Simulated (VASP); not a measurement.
Runs of VASP 6.6.1 on TiBr. The structure is that of space group Pm-3m (No. 221), or close to it. The cells are those of the table. 

| task | spin | cell | k mesh | cutoff (eV) | gap on the mesh (eV) | pressure (GPa) | moment (μB) | relaxed volume (Å³/atom) |
| --- | --- | --- | --- | --- | --- | --- | --- | --- |
| relaxation of cell and atoms | off | relaxed from a = 3.265 Å, 2 atoms | 18 × 18 × 18 | 600 | none | -0.1 | - | 17.49 |
| single point | collinear, ferromagnetic start | a = 3.279 Å, 2 atoms | 4 × 4 × 4 | 520 | none | -0.3 | 0.00 | - |
| single point | off | a = 3.268 Å, 2 atoms | 18 × 18 × 18 | 520 | none | (b) | - | - |
| single point | off | a = 3.265 Å, 2 atoms | 6 × 6 × 6 | 520 | none | 0.5 | - | - |
| relaxation of cell and atoms | collinear, ferromagnetic start | relaxed from a = 3.769 Å, 2 atoms | 4 × 4 × 4 | 600 | none | -0.2 | 0.00 | 17.60 |
| single point | collinear, ferromagnetic start | a = 3.769 Å, 2 atoms | 4 × 4 × 4 | 520 | none | (a) | 2.88 | - |
| relaxation of cell and atoms | off | relaxed from a = 3.279 Å, 2 atoms | 6 × 6 × 6 | 600 | none | 0.2 | - | (c) |

Alike in all rows: level PBE; potentials or basis VASP PAW PBE potentials, release 64 (Ti_sv, Br); smearing gaussian 0.1 eV.

Task: Fill in the values left out.

Result: (a) -7.8; (b) 0.0; (c) 17.46.

Caveats: some runs use coarse meshes; semilocal functionals often make such compounds metallic where correlation or magnetic order opens a gap, which also shifts bond lengths; an odd number of electrons without spin polarisation forces a metal (some runs); a magnetic or distorted state may lie lower (some runs); the volume moved by over 15 % at a fixed basis, so the end points are rough (some runs).

A k mesh can miss the band edges, and the runs leave out spin-orbit coupling on Br.

A gap of «none» marks levels without a gap at the run's occupations.
